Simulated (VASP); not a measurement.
**KRb2MoF6: single point with LDA**

Crystal: KRb2MoF6.

```
K Rb Mo F
1.0
     0.00000    4.45550    4.45550
     4.45550    0.00000    4.45550
     4.45550    4.45550    0.00000
K Rb Mo F
1 2 1 6
Direct
  0.50000 0.50000 0.50000
  0.25000 0.25000 0.25000
  0.75000 0.75000 0.75000
  0.00000 0.00000 0.00000
  0.77300 0.22700 0.22700
  0.22700 0.77300 0.22700
  0.22700 0.77300 0.77300
  0.77300 0.22700 0.77300
  0.22700 0.22700 0.77300
  0.77300 0.77300 0.22700
```

- Program: VASP 6.6.1
- Task: single point
- Functional: LDA
- Potentials or basis: VASP PAW LDA potentials, release 64 (K_sv, Rb_sv, Mo_sv, F)
- Cutoff: 520 eV
- k mesh: 5 × 5 × 5
- Occupations: methfessel-paxton, width 0.15 eV
- Spin: no spin polarisation
- Dipole correction: no
- Further INCAR settings: ALGO = Normal; EDIFF = 1e-06; NBANDS = 52

```json
{
 "Pressure": "-1.6 GPa",
 "Largest force": "0.079 eV/Å",
 "Band gap on the k mesh": "zero (an odd number of electrons rules out a gap without spin polarisation)"
}
```

Forces in eV/Å, atoms in the order of the input:
```
K    0.000  0.000  0.000
Rb   0.000  0.000  0.000
Rb   0.000  0.000  0.000
Mo   0.000  0.000  0.000
F   -0.079  0.000  0.000
F    0.000 -0.079  0.000
F    0.079  0.000  0.000
F    0.000  0.079  0.000
F    0.000  0.000 -0.079
F    0.000  0.000  0.079
```

Levels at points of the mesh, in eV from the Fermi level:
| k point | band 40 | band 41 | band 42 | band 43 | band 44 | band 45 |
| --- | --- | --- | --- | --- | --- | --- |
| (0.00, 0.00, 0.00) | -5.94 | -0.11 | -0.11 | -0.11 | 0.57 | 2.56 |

It took 46 s on 1 thread of Intel(R) Xeon(R) 6975P-C (Granite Rapids) (shared host), peak memory 0.3 GiB.

Caveat: an odd number of electrons without spin polarisation forces a metal; a magnetic or distorted state may lie lower.
